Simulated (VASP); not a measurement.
# Hf3TiN4 (P4/mmm) in VASP: single point with PBE

Aim: the single point of Hf3TiN4 with PBE.

Program: VASP 6.6.1. These are calculated values, not measurements. Logs are shortened: lines on timing, memory, paths and dates and some standing lists are left out, and cuts for length are marked.

## Step 1: The cell of the first run

It takes space group P4/mmm (No. 123, tetragonal). The conventional cell has a = 3.176 Å, b = 3.176 Å, c = 8.978 Å, α = 90.00°, β = 90.00°, γ = 90.00°. Hf (site symmetry 4mm) has 6 N at 2.16 to 2.33 Å within 2.9 Å. Hf (site symmetry 4/mmm) has 6 N at 2.25 to 2.28 Å within 3.0 Å. Ti (site symmetry 4/mmm) has 6 N at 2.21 to 2.25 Å within 2.9 Å. N (site symmetry 4mm) has 1 Ti at 2.21 Å and 5 Hf at 2.25 to 2.28 Å within 2.9 Å. N (site symmetry 4/mmm) has 6 Hf at 2.25 to 2.33 Å within 3.0 Å. N (site symmetry 4/mmm) has 2 Hf at 2.16 Å and 4 Ti at 2.25 Å within 2.9 Å.

## Step 2: Single point, PBE

The input, INCAR:

```
SYSTEM = Hf3TiN4
PREC = Accurate
ENCUT = 520
EDIFF = 1E-7
ISMEAR = 0
SIGMA = 0.1
LREAL = .False.
LASPH = .True.
NELM = 100
ALGO = Normal
ISIF = 2
LWAVE = .False.
LCHARG = .False.
GGA = PE
NBANDS = 41
```

The input, KPOINTS:

```
Automatic mesh
0
Gamma
  12 12 4
  0 0 0
```

The input, POSCAR:

```
Hf3TiN4
1.0
    3.1761794113      0.0000000000      0.0000000000
    0.0000000000      3.1761794113      0.0000000000
    0.0000000000      0.0000000000      8.9784124060
Hf Ti N
3 1 4
Direct
    0.5000000000      0.5000000000      0.2401397753
    0.0000000000      0.0000000000      0.5000000000
    0.5000000000      0.5000000000      0.7598602247
    0.0000000000      0.0000000000      0.0000000000
    0.0000000000      0.0000000000      0.2461681232
    0.5000000000      0.5000000000      0.5000000000
    0.0000000000      0.0000000000      0.7538318768
    0.5000000000      0.5000000000      0.0000000000
```

Potentials or basis: VASP PAW PBE potentials, release 64 (Hf_pv, Ti_sv, N).

On the command line:

```
cat potpaw_PBE.64/Hf_pv/POTCAR potpaw_PBE.64/Ti_sv/POTCAR potpaw_PBE.64/N/POTCAR > POTCAR
mpirun -np 1 vasp_std > vasp.out
```

OUTCAR:

```text
SYSTEM = Hf3TiN4
   PREC = Accurate
   ENCUT = 520
   EDIFF = 1E-7
   ISMEAR = 0
   LREAL = .False.
   LASPH = .True.
   NELM = 100
   ISIF = 2
   GGA = PE

 ion  position               nearest neighbor table
   1  0.500  0.500  0.240-   8 2.16   5 2.25   5 2.25   5 2.25   5 2.25   6 2.33   4 3.11   4 3.11
                             4 3.11   4 3.11   2 3.24   2 3.24   2 3.24   2 3.24
   2  0.000  0.000  0.500-   6 2.25   6 2.25   6 2.25   6 2.25   7 2.28   5 2.28   3 3.24   3 3.24
                             1 3.24   3 3.24   1 3.24   1 3.24   3 3.24   1 3.24
   3  0.500  0.500  0.760-   8 2.16   7 2.25   7 2.25   7 2.25   7 2.25   6 2.33   4 3.11   4 3.11
                             4 3.11   4 3.11   2 3.24   2 3.24   2 3.24   2 3.24
   4  0.000  0.000  0.000-   5 2.21   7 2.21   8 2.25   8 2.25   8 2.25   8 2.25   3 3.11   3 3.11
                             1 3.11   3 3.11   1 3.11   1 3.11   3 3.11   1 3.11
   5  0.000  0.000  0.246-   4 2.21   1 2.25   1 2.25   1 2.25   1 2.25   2 2.28
   6  0.500  0.500  0.500-   2 2.25   2 2.25   2 2.25   2 2.25   3 2.33   1 2.33
   7  0.000  0.000  0.754-   4 2.21   3 2.25   3 2.25   3 2.25   3 2.25   2 2.28
   8  0.500  0.500  0.000-   1 2.16   3 2.16   4 2.25   4 2.25   4 2.25   4 2.25

  LATTYP: Found a simple tetragonal cell.
 ALAT       =     3.1761794113
 C/A-ratio  =     2.8267963623

  Lattice vectors:

 A1 = (   3.1761794113,   0.0000000000,   0.0000000000)
 A2 = (   0.0000000000,   3.1761794113,   0.0000000000)
 A3 = (   0.0000000000,   0.0000000000,   8.9784124060)

Analysis of symmetry for initial positions (statically):
=====================================================================
 Subroutine PRICEL returns:
 Original cell was already a primitive cell.

 Routine SETGRP: Setting up the symmetry group for a
 simple tetragonal supercell.

 Subroutine GETGRP returns: Found 16 space group operations
 (whereof 16 operations were pure point group operations)
 out of a pool of 16 trial point group operations.

The static configuration has the point symmetry D_4h.

Analysis of symmetry for dynamics (positions and initial velocities):
=====================================================================
 Subroutine PRICEL returns:
 Original cell was already a primitive cell.

 Routine SETGRP: Setting up the symmetry group for a
 simple tetragonal supercell.

 Subroutine GETGRP returns: Found 16 space group operations
 (whereof 16 operations were pure point group operations)
 out of a pool of 16 trial point group operations.

The dynamic configuration has the point symmetry D_4h.

 Subroutine INISYM returns: Found 16 space group operations
 (whereof 16 operations are pure point group operations),
[... 118 lines left out ...]
   PSTRESS=    0.0 pullay stress
   NELECT =      62.0000    total number of electrons
   NUPDOWN=      -1.0000    fix difference up-down
   EMIN   =  10.00;   EMAX   =-10.00  energy-range for DOS
   EFERMI =   0.00;   METHOD = LEGACY
   ISMEAR =     0;   SIGMA  =   0.10  broadening in eV -4-tet -1-fermi 0-gaus
   EFERMI_NEDOS =   21; number of points for ismear=-14 and -15
   IALGO  =     38    algorithm
   IMIX   =      4    mixing-type and parameters
     AMIX     =   0.40;   BMIX     =  1.00
     AMIX_MAG =   1.60;   BMIX_MAG =  1.00
  volume/ion in A,a.u.               =      11.32        76.40
  Fermi-wavevector in a.u.,A,eV,Ry     =   1.442787  2.726472 28.322351  2.081634
  Thomas-Fermi vector in A             =   2.561268
   LORBIT       =      0    0 simple, 1 ext, 2 COOP (PROOUT), +10 PAW based schemes
   GGA     = PE    functional components
   LHFCALC =     F    Hartree Fock is set to
   AEXX    =    0.0000 exact exchange contribution
   IVDW    =     0    specifies the selected vdW correction
   LEPSILON=     F    determine dielectric tensor
   LRPA    =     F    only Hartree local field effects (RPA)
 non-spin polarized calculation
 Gauss-broadening in eV      SIGMA  =   0.10
  energy-cutoff  :      520.00
  volume of cell :       90.58
 maximum number of plane-waves:      2472
 NGX is ok and might be reduce to    24
   NGX = 11   NGY = 11   NGZ = 33

 number of electron      61.9999982 magnetization

 Free energy of the ion-electron system (eV)
  ---------------------------------------------------
  ext. energy  EPLUGINS =         0.00000000
  ---------------------------------------------------
  free energy    TOTEN  =       -84.81443739 eV

  energy without entropy =      -84.79838002  energy(sigma->0) =      -84.80640871

 E-fermi :   8.7584     XC(G=0): -12.6446

 val. band max:        8.7525701987   @ k =   0.2500   0.0833   0.2500
 cond. band min:       8.7595784856   @ k =   0.2500   0.1667   0.5000
 fundamental gap:      0.0070082868
 Fermi energy:         8.7584108711

 k-point     1 :       0.0000    0.0000    0.0000
  band No.  band energies     occupation
      1     -49.1328      2.00000
      2     -25.3970      2.00000
      3     -25.3593      2.00000
      4     -25.3593      2.00000
      5     -23.0567      2.00000
      6     -22.7484      2.00000
[... 1045 lines left out ...]
     40      12.9713      0.00000
     41      13.1134      0.00000

 [... further k-points ...]

------------------------ aborting loop because EDIFF is reached ----------------------------------------

  FORCE on cell =-STRESS in cart. coord.  units (eV):
  Direction    XX          YY          ZZ          XY          YZ          ZX
  --------------------------------------------------------------------------------------
  -------------------------------------------------------------------------------------
  Total       -1.0366553     -1.0366553     -0.9768122      0.0000000      0.0000000      0.0000000
  in kB      -18.3372983    -18.3372983    -17.2787387      0.0000000      0.0000000      0.0000000
  external PRESSURE =     -17.9844451 kB  Pullay stress =       0.0000000 kB

 VOLUME and BASIS-vectors are now :
 -----------------------------------------------------------------------------
  energy-cutoff  :      520.00
  volume of cell :       90.58
      direct lattice vectors                 reciprocal lattice vectors
     3.176179411  0.000000000  0.000000000     0.314843676  0.000000000  0.000000000
     0.000000000  3.176179411  0.000000000     0.000000000  0.314843676  0.000000000
     0.000000000  0.000000000  8.978412406     0.000000000  0.000000000  0.111378265

 POSITION                                       TOTAL-FORCE (eV/Angst)
 -----------------------------------------------------------------------------------
      1.58809      1.58809      2.15607         0.000000      0.000000      0.005922
      0.00000      0.00000      4.48921         0.000000     -0.000000      0.000000
      1.58809      1.58809      6.82234        -0.000000      0.000000     -0.005922
      0.00000      0.00000      0.00000         0.000000     -0.000000      0.000000
      0.00000      0.00000      2.21020         0.000000     -0.000000      0.056705
      1.58809      1.58809      4.48921         0.000000     -0.000000      0.000000
      0.00000      0.00000      6.76821         0.000000     -0.000000     -0.056705
      1.58809      1.58809      0.00000         0.000000     -0.000000      0.000000
 -----------------------------------------------------------------------------------
    total drift:                                0.000000     -0.000000     -0.000000

  FREE ENERGIE OF THE ION-ELECTRON SYSTEM (eV)
  ---------------------------------------------------
  free  energy   TOTEN  =       -84.8144373889 eV

  energy  without entropy=      -84.7983800237  energy(sigma->0) =      -84.80640871
```

stdout:

```text
POSCAR found type information on POSCAR HfTiN
 POSCAR found :  3 types and       8 ions
 scaLAPACK will be used
 LDA part: xc-table for (Slater+PW92), standard interpolation
 POSCAR, INCAR and KPOINTS ok, starting setup
 FFT: planning ... GRIDC
 FFT: planning ... GRID_SOFT
 FFT: planning ... GRID
 WAVECAR not read
 entering main loop
```

Wall time 5.8 min (1 thread of Intel Xeon Platinum 8488C (Sapphire Rapids), shared host); peak memory 0.38 GiB.

What came out:

```yaml
Free_energy: -84.8144 eV
Pressure: -1.8 GPa
Largest_force: 0.057 eV/Å
Band_gap_on_the_k_mesh: zero (bands 31 and 32 overlap by 3.17 eV)
```

Forces in eV/Å, atoms in the order of the input:
```
Hf   0.000  0.000  0.006
Hf   0.000  0.000  0.000
Hf   0.000  0.000 -0.006
Ti   0.000  0.000  0.000
N    0.000  0.000  0.057
N    0.000  0.000  0.000
N    0.000  0.000 -0.057
N    0.000  0.000  0.000
```

Stress tensor (GPa, compression positive):
```
-1.83  0.00  0.00
 0.00 -1.83  0.00
 0.00  0.00 -1.73
```

Caveat: spin-orbit coupling is left out, which moves the levels of the heavy elements.
